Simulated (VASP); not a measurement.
The system is GaSb3.

```
Ga Sb
1.0
     3.14376   -3.21382    0.00000
     3.14376    3.21382    0.00000
     0.00000    0.00000    6.62034
Ga Sb
1 3
Cartesian
  3.1438 0.0000 0.0000
  3.1438 -1.4794 3.3102
  3.1438 1.4794 3.3102
  0.0000 0.0000 0.0000
```

The cell was generated, and may not be a known phase.

| Item | Value |
| --- | --- |
| Program | VASP 6.6.1 |
| Task | relaxation of cell and atoms |
| Functional | PBE |
| Potentials or basis | VASP PAW PBE potentials, release 64 (Ga_d, Sb_d_GW) |
| Cutoff | 500 eV |
| k mesh | 4 × 4 × 4 |
| Occupations | gaussian, width 0.1 eV |
| Spin | no spin polarisation |

At the start: pressure -5.8 GPa; volume 33.44 Å³/atom.

Problem. Where does the relaxation end?

Solution. Over 10 steps the energy falls by 189.6 meV/atom and the volume is 26.85 Å³/atom (-19.7 %); space group Cmmm (No. 65, to 0.1 Å) before and after.

The path:
```csv
step,energy change (eV),largest force (eV/Å),pressure (GPa),volume (Å³)
1,0.0000,0.3067,-5.77,133.78
2,-0.5605,0.7236,-0.29,111.74
3,-0.5626,0.7942,0.19,110.69
4,-0.7112,0.3381,0.98,106.68
5,-0.7307,0.2261,1.80,104.31
6,-0.7510,0.0610,-0.77,109.06
7,-0.7537,0.0954,-0.14,107.80
8,-0.7558,0.0651,-0.11,107.69
9,-0.7571,0.0080,-0.02,107.53
10,-0.7585,0.0279,0.04,107.41
```

Final structure:
```cif
data_structure
_symmetry_space_group_name_H-M 'P 1'
_symmetry_Int_Tables_number 1
_cell_length_a 4.3866
_cell_length_b 4.3866
_cell_length_c 5.5833
_cell_angle_alpha 90.000
_cell_angle_beta 90.000
_cell_angle_gamma 91.175
_cell_volume 107.41
loop_
_atom_site_label
_atom_site_type_symbol
_atom_site_fract_x
_atom_site_fract_y
_atom_site_fract_z
_atom_site_occupancy
Ga1 Ga 0.50000 0.50000 0.00000 1
Sb1 Sb 0.74191 0.25809 0.50000 1
Sb2 Sb 0.25809 0.74191 0.50000 1
Sb3 Sb 0.00000 0.00000 0.00000 1
```

Caveat: the volume moved by over 15 % at a fixed basis, so the end points are rough.
